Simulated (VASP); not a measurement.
Here is a VASP 6.6.1 calculation.

The input INCAR:

```
SYSTEM = Ca
PREC     = Accurate       ! precision mode
ENCUT    = 520            ! plane-wave cutoff, eV
EDIFF    = 1E-6           ! SCF threshold, eV
ISMEAR   = -1             ! smearing method
SIGMA    = 0.1            ! smearing width, eV
LREAL    = .False.        ! projectors in reciprocal space
LASPH    = .True.         ! aspherical terms in the spheres
NELM     = 60             ! most SCF steps
ALGO     = Normal         ! electronic algorithm
ISIF     = 2              ! what is computed and relaxed
LWAVE    = .False.        ! write WAVECAR
LCHARG   = .False.        ! write CHGCAR
GGA      = PE             ! functional
NBANDS   = 28             ! bands
```

Contents of KPOINTS:

```
regular mesh
0
Gamma
  7 7 4
  0 0 0
```

File POSCAR:

```
Ca
1.0
    3.9025157909      0.0000000000      0.0000000000
   -1.9512578955      3.3796778136      0.0000000000
    0.0000000000      0.0000000000     12.8383976913
Ca
4
Direct
    0.0000000000      0.0000000000      0.0000000000
    0.0000000000      0.0000000000      0.5000000000
    0.3333333333      0.6666666667      0.2500000000
    0.6666666667      0.3333333333      0.7500000000
```

Potentials or basis: VASP PAW PBE potentials, release 64 (Ca_sv).

The run is started by

```sh
$ cat potpaw_PBE.64/Ca_sv/POTCAR > POTCAR
$ mpirun -np 1 vasp_std > vasp.out
```

**Question.** What does it give for the pressure?

**Answer.** 0.0 GPa.

**Question.** What does it give for the band gap on the k mesh?

**Answer.** Zero (band 20 reaches 2.11 eV, above the bottom of band 21 at 1.76 eV).
